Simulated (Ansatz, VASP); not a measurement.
# KI in VASP and in Ansatz

File INCAR:

```
SYSTEM = KI
PREC     = Accurate       ! precision mode
ENCUT    = 520            ! plane-wave cutoff, eV
EDIFF    = 1E-6           ! SCF threshold, eV
ISMEAR   = 0              ! smearing method
SIGMA    = 0.05           ! smearing width, eV
LREAL    = .False.        ! projectors in reciprocal space
LASPH    = .True.         ! aspherical terms in the spheres
NELM     = 150            ! most SCF steps
ALGO     = Normal         ! electronic algorithm
ISIF     = 2              ! what is computed and relaxed
LWAVE    = .False.        ! write WAVECAR
LCHARG   = .True.         ! write CHGCAR
MAGMOM   = 0 0 0 0 0 0    ! initial moments
LORBIT   = 11             ! projections on sites
LSORBIT  = .True.         ! spin-orbit coupling
GGA_COMPAT= .False.      
LORBMOM  = .True.       
GGA      = PE             ! functional
LVHAR    = .True.       
NBANDS   = 28             ! bands
```

File KPOINTS:

```
regular mesh
0
Gamma
  6 6 6
  0 0 0
```

File POSCAR:

```
KI
1.0
    0.0000000000      3.5823396247      3.5823396247
    3.5823396247      0.0000000000      3.5823396247
    3.5823396247      3.5823396247      0.0000000000
K I
1 1
Direct
    0.0000000000      0.0000000000      0.0000000000
    0.5000000000      0.5000000000      0.5000000000
```

Input for Ansatz:

```yaml
crystal:
  lattice:
    - [0.0, 3.5823396247, 3.5823396247]
    - [3.5823396247, 0.0, 3.5823396247]
    - [3.5823396247, 3.5823396247, 0.0]
  atoms:
    - { symbol: K, position: [0.0, 0.0, 0.0] }
    - { symbol: I, position: [0.5, 0.5, 0.5] }
basis:
  ecutwfc: 420
  ecutrho_ratio: 4
kpoints:
  mp_grid: { grid: [6, 6, 6] }
hamiltonian:
  xc: pbe
scf:
  occupations: { method: gaussian, width: 0.05 }
output:
  forces: true
  stress: true
  eigenvalues: true
  populations: true
  topological_invariants: true
magnetization:
  noncollinear: true
  spin_orbit: true
```

Alike in both runs: task single point; functional PBE; k mesh 6 × 6 × 6; occupations gaussian, width 0.05 eV; non-collinear spin, spin-orbit coupling.

```csv
,VASP,Ansatz
version,VASP 6.6.1,Ansatz 0.2.0
potentials or method,"VASP PAW PBE potentials, release 64 (K_sv, I), cutoff 520 eV","plane waves, PAW"
valence electrons in the cell,16,26
```

```tsv
	VASP	Ansatz	Ansatz less VASP
pressure (GPa)	0.1	0.1	-0.03
```

VASP's potentials hold 16 valence electrons a cell and Ansatz's 26, so a difference there can come from the potentials and not from the codes.
